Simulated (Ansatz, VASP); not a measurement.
P: VASP beside Ansatz

The input INCAR:

```
SYSTEM = P
  PREC = Accurate
  ENCUT = 520
  EDIFF = 1E-6
  ISMEAR = 0
  SIGMA = 0.1
  LREAL = .FALSE.
  LASPH = .TRUE.
  NELM = 80
  ALGO = Normal
  ISIF = 2
  LWAVE = .FALSE.
  LCHARG = .TRUE.
  GGA = PE
  LELF = .TRUE.
  LVHAR = .TRUE.
  NBANDS = 18
```

KPOINTS

```
regular mesh
0
G
  6 6 2
  0 0 0
```

File POSCAR:

```
P
1.0
    3.6913802302      0.0000000000      0.0000000000
   -1.8456901151      3.1968290543      0.0000000000
    0.0000000000      0.0000000000     10.0537591635
P
4
Direct
    0.0000000000      0.0000000000      0.2500000000
    0.0000000000      0.0000000000      0.7500000000
    0.3333333333      0.6666666667      0.7500000000
    0.6666666667      0.3333333333      0.2500000000
```

Input for Ansatz:

```yaml
crystal:
  lattice:
    - [3.6913802302, 0.0, 0.0]
    - [-1.8456901151, 3.1968290543, 0.0]
    - [0.0, 0.0, 10.0537591635]
  atoms:
    - { symbol: P, position: [0.0, 0.0, 0.25] }
    - { symbol: P, position: [0.0, 0.0, 0.75] }
    - { symbol: P, position: [0.3333333333, 0.6666666667, 0.75] }
    - { symbol: P, position: [0.6666666667, 0.3333333333, 0.25] }
basis:
  ecutwfc: 420
kpoints:
  mp_grid: { grid: [6, 6, 2] }
hamiltonian:
  xc: pbe
scf:
  occupations: { method: gaussian, width: 0.1 }
  lower_state_search: "off"
output:
  forces: true
  stress: true
  eigenvalues: true
```

Alike in both runs: task single point; functional PBE; k mesh 6 × 6 × 2; occupations gaussian, width 0.1 eV; no spin polarisation.

```csv
,VASP,Ansatz
version,VASP 6.6.1,Ansatz 0.2.0
potentials or method,"VASP PAW PBE potentials, release 64 (P), cutoff 520 eV","scalar-relativistic, plane waves, PAW"
valence electrons in the cell,20,20
```

Ansatz gave:

| Property | Result |
| --- | --- |
| gap on the k mesh at the Fermi level (eV) | none |
| pressure (GPa) | 5.0 |
| traceless stress, the component that is largest in VASP (GPa) | -5.10 |

Question: Estimate VASP's values.

Answer: gap on the k mesh at the Fermi level (eV): none; pressure (GPa): 4.8; traceless stress, the component that is largest in VASP (GPa): -4.92.

A gap of «none» marks a metal or a gap that the smearing closes. With one functional, cell and mesh, what is left measures potentials, basis and numerics.
